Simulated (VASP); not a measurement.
Wanted: the native input for a VASP 6.6.1 run.

| Quantity | Value |
| --- | --- |
| Task | single point |
| Functional | PBE |
| Potentials or basis | VASP PAW PBE potentials, release 64 (Li_sv, C) |
| Cutoff | 520 eV |
| k mesh | 8 × 8 × 8 |
| Occupations | gaussian, width 0.1 eV |
| Spin | no spin polarisation |
| Dipole correction | no |
| Further INCAR settings | ALGO = Normal; EDIFF = 1e-06; NBANDS = 12 |

The structure of Li2C lies in POSCAR:

```
Li2C
1.0
   -1.3434613542      1.3434613542      3.6923736029
    1.3434613542     -1.3434613542      3.6923736029
    1.3434613542      1.3434613542     -3.6923736029
Li C
2 1
Direct
    0.6472485131      0.6472485131      0.0000000000
    0.3527514869      0.3527514869      0.0000000000
    0.0000000000      0.0000000000      0.0000000000
```

The input as run:

INCAR

```
SYSTEM = Li2C
PREC = Accurate
ENCUT = 520
EDIFF = 1E-6
ISMEAR = 0
SIGMA = 0.1
LREAL = .False.
LASPH = .True.
NELM = 60
ALGO = Normal
ISIF = 2
LWAVE = .False.
LCHARG = .False.
GGA = PE
NBANDS = 12
```

KPOINTS

```
Automatic mesh
0
Gamma
  8 8 8
  0 0 0
```

Potentials or basis: VASP PAW PBE potentials, release 64 (Li_sv, C).

Command:

```bash
$ cat potpaw_PBE.64/Li_sv/POTCAR potpaw_PBE.64/C/POTCAR > POTCAR
$ mpirun -np 1 vasp_std > vasp.out
```

Results of the run:

```
Largest force          : 0.013 eV/Å
Band gap on the k mesh : zero (band 5 reaches 5.81 eV, above the bottom of band 6 at 2.60 eV)
```

Caveat: the k points lie up to 0.41 Å⁻¹ apart.

Run time: 10 s on 1 thread of Intel(R) Xeon(R) 6975P-C (Granite Rapids), on a shared host, peak memory 0.16 GiB.
